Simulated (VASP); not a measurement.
# Cu: single point with PBE

The system is Cu, a slab with vacuum.

```xyz
3
Lattice="2.5660 0.0000 0.0000 0.0000 2.5660 0.0000 0.0000 0.0000 17.6288" Properties=species:S:1:pos:R:3 pbc="T T T"
Cu    1.2830    1.2830    7.0000
Cu    0.0000    0.0000    8.7640
Cu    1.2830    1.2830   10.5279
```

```
Program             : VASP 6.6.1
Task                : single point
Functional          : PBE
Potentials or basis : VASP PAW PBE potentials, release 64 (Cu)
Cutoff              : 520 eV
k mesh              : 11 × 11 × 1
Occupations         : gaussian, width 0.1 eV
Spin                : no spin polarisation
```

| Quantity | Value |
| --- | --- |
| Largest force | 0.036 eV/Å |

Forces in eV/Å, atoms in the order of the input:
```
Cu   0.000  0.000 -0.036
Cu   0.000  0.000  0.000
Cu   0.000  0.000  0.036
```

Levels at points of the mesh, in eV from the Fermi level:
| k point | band 13 | band 14 | band 15 | band 16 | band 17 | band 18 | band 19 | band 20 | band 21 | band 22 |
| --- | --- | --- | --- | --- | --- | --- | --- | --- | --- | --- |
| (0.00, 0.00, 0.00) | -1.85 | -1.49 | -1.40 | -1.40 | -1.39 | -0.86 | 1.28 | 4.17 | 4.90 | 5.72 |

Run time: 32 s on 1 thread of Intel(R) Xeon(R) 6975P-C (Granite Rapids), on a shared host, peak memory 0.24 GiB.
